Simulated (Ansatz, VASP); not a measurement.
## One calculation of Sb, two programs

The input POSCAR:

```
Sb
1.0
   -1.8713408863      1.8713408863      1.8713408863
    1.8713408863     -1.8713408863      1.8713408863
    1.8713408863      1.8713408863     -1.8713408863
Sb
1
Direct
    0.0000000000      0.0000000000      0.0000000000
```

File INCAR.step1:

```
PREC = Accurate
ENCUT = 500
EDIFF = 1E-5
ISMEAR = -1
SIGMA = 0.05
LREAL = F
LASPH = T
NELM = 120
ALGO = Normal
LWAVE = T
LCHARG = F
GGA = PE
NBANDS = 14
GGA_COMPAT = F
IBRION = 2
ISIF = 3
EDIFFG = -0.005
NELMIN = 4
NSW = 100
```

The input INCAR.step2:

```
PREC = Accurate
ENCUT = 500
EDIFF = 1E-7
ISMEAR = -1
SIGMA = 0.05
LREAL = F
LASPH = T
NELM = 120
ALGO = Normal
ISIF = 3
LWAVE = F
LCHARG = F
GGA = PS
LHFCALC = T
AEXX = 0.25
PRECFOCK = Normal
IBRION = 2
NSW = 60
EDIFFG = -0.01
ISTART = 1
GGA_COMPAT = F
NELMIN = 4
```

File KPOINTS:

```
regular mesh
0
Gamma
  5 5 5
```

input

```
crystal:
  lattice:
    - [-1.8713408863, 1.8713408863, 1.8713408863]
    - [1.8713408863, -1.8713408863, 1.8713408863]
    - [1.8713408863, 1.8713408863, -1.8713408863]
  atoms:
    - { symbol: Sb, position: [0.0, 0.0, 0.0] }
hamiltonian:
  xc: { exchange: pbesol, correlation: pbesol, exx: { coeff: 0.25 } }
  pseudopotentials: { kind: paw }
kpoints:
  mp_grid: { grid: [5, 5, 5] }
scf:
  occupations: { method: fermi_dirac, width: 0.05 }
output:
  forces: true
  stress: true
  eigenvalues: true
relax:
  f_tol: 0.01
  max_steps: 40
  cell: { stress_tol: 0.05 }
```

Alike in both runs: task relaxation of cell and atoms; functional PBEsol-based global hybrid with a share of 0.25 of exact exchange; k mesh 5 × 5 × 5; occupations fermi-dirac, width 0.05 eV; no spin polarisation.

|  | VASP | Ansatz |
| --- | --- | --- |
| version | VASP 6.6.1 | Ansatz 0.2.0 |
| potentials or method | VASP PAW PBE potentials, release 64 (Sb_d_GW) | Ansatz PAW |
| plane-wave cutoff (eV) | 500 | 420 |
| valence electrons in the cell | 15 | 15 |

|  | VASP | Ansatz | Ansatz less VASP |
| --- | --- | --- | --- |
| gap on the k mesh at the Fermi level, each at its own relaxed structure (eV) | none | none | - |
| relaxed volume (Å³/atom) | 24.78 | 24.84 | +0.058 |
| relaxed length of the cell vector where the two differ most in proportion (Å) | 3.181 | 3.184 | +0.0025 |

VASP's potentials were made for PBE, not for PBEsol-based global hybrid. A gap of «none» marks a metal or a gap that the smearing closes.

The k mesh is coarse, so the values compare programs but aren't converged. Spin-orbit coupling is off throughout. Noted on Ansatz's run: the plane-wave basis is chosen anew once the cell has moved, so the energies of steps on either side of that aren't comparable.
